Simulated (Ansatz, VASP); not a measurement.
**BP in VASP and in Ansatz**

```xyz
2
Lattice="0.0000 2.1328 2.1328 2.1328 0.0000 2.1328 2.1328 2.1328 0.0000" Properties=species:S:1:pos:R:3 pbc="T T T"
B     0.0000    0.0000    0.0000
P     2.1328    2.1328    2.1328
```

Alike in both runs: functional LDA; k mesh 15 × 15 × 15; occupations fermi-dirac, width 0.1 eV; no spin polarisation.

Ansatz relaxed the structure, and its values are those at the end. VASP's run is a single point on that final structure, the one shown.

|  | VASP | Ansatz |
| --- | --- | --- |
| version | VASP 6.6.1 | Ansatz 0.2.0 |
| potentials or method | VASP PAW LDA potentials, release 64 (B, P) | PAW with Ansatz's default frozen-core files, scalar-relativistic |
| plane-wave cutoff (eV) | 500 | 420 |
| valence electrons in the cell | 8 | 8 |

|  | VASP | Ansatz | Ansatz less VASP |
| --- | --- | --- | --- |
| pressure (GPa) | 0.0 | 0.0 | +0.02 |

LDA's correlation is that of Perdew and Zunger in VASP and of Perdew and Wang (1992) in Ansatz.
